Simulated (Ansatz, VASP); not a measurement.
Two plane-wave programs on MgO

The input INCAR:

```
SYSTEM = MgO
ALGO     = Normal         ! electronic algorithm
EDIFF    = 1E-6           ! SCF threshold, eV
ENCUT    = 520            ! plane-wave cutoff, eV
GGA      = PE             ! functional
ISIF     = 2              ! what is computed and relaxed
ISMEAR   = 0              ! smearing method
LASPH    = .True.         ! aspherical terms in the spheres
LCHARG   = .False.        ! write CHGCAR
LREAL    = .False.        ! projectors in reciprocal space
LWAVE    = .False.        ! write WAVECAR
NBANDS   = 26             ! bands
NELM     = 60             ! most SCF steps
PREC     = Accurate       ! precision mode
SIGMA    = 0.05           ! smearing width, eV
```

File KPOINTS:

```
k-points
0
Gamma
  6 6 6
  0 0 0
```

Contents of POSCAR:

```
MgO
1.0
    1.4688622380      2.5441440255      2.6797873418
   -1.4688622380     -2.5441440255      2.6797873418
    4.4065867139     -2.5441440255      0.0000000000
Mg O
4 4
Direct
    0.5000000000      0.5000000000      0.0000000000
    0.2500000000      0.7500000000      0.5000000000
    0.7500000000      0.2500000000      0.5000000000
    0.0000000000      0.0000000000      0.0000000000
    0.7329800240      0.7670199760      0.2992933814
    0.5000000000      1.0000000000      0.8333333333
    0.0000000000      0.5000000000      0.8333333333
    0.2500000000      0.2500000000      0.3333333333
```

Input for Ansatz:

```yaml
crystal:
  lattice:
    - [1.468862238, 2.5441440255, 2.6797873418]
    - [-1.468862238, -2.5441440255, 2.6797873418]
    - [4.4065867139, -2.5441440255, 0.0]
  atoms:
    - { symbol: Mg, position: [0.5, 0.5, 0.0] }
    - { symbol: Mg, position: [0.25, 0.75, 0.5] }
    - { symbol: Mg, position: [0.75, 0.25, 0.5] }
    - { symbol: Mg, position: [0.0, 0.0, 0.0] }
    - { symbol: O, position: [0.732980024, 0.767019976, 0.2992933814] }
    - { symbol: O, position: [0.5, 1.0, 0.8333333333] }
    - { symbol: O, position: [0.0, 0.5, 0.8333333333] }
    - { symbol: O, position: [0.25, 0.25, 0.3333333333] }
basis:
  ecutwfc: 420
kpoints:
  mp_grid: { grid: [6, 6, 6] }
hamiltonian:
  xc: pbe
scf:
  occupations: { method: gaussian, width: 0.05 }
output:
  forces: true
  stress: true
  eigenvalues: true
```

Alike in both runs: task single point; functional PBE; k mesh 6 × 6 × 6; occupations gaussian, width 0.05 eV; no spin polarisation.

|  | VASP | Ansatz |
| --- | --- | --- |
| version | VASP 6.6.1 | Ansatz 0.2.0 |
| potentials or method | VASP PAW PBE potentials, release 64 (Mg, O), cutoff 520 eV | scalar-relativistic, plane waves, PAW |
| valence electrons in the cell | 32 | 64 |

Ansatz gave:

* gap on the k mesh at the Fermi level (eV): 2.99
* least direct gap on the mesh (eV): 3.06
* pressure (GPa): 0.8
* traceless stress, the component that is largest in VASP (GPa): 0.47
* rms of the force components (eV/Å): 0.393

Problem. What did VASP give for the same quantities?

Solution. gap on the k mesh at the Fermi level (eV): 2.97; least direct gap on the mesh (eV): 3.04; pressure (GPa): 0.1; traceless stress, the component that is largest in VASP (GPa): 0.51; rms of the force components (eV/Å): 0.395.

Atom by atom the forces differ by 0.003 eV/Å (rms over components). VASP's potentials hold 32 valence electrons a cell and Ansatz's 64, so a difference there can come from the potentials and not from the codes.
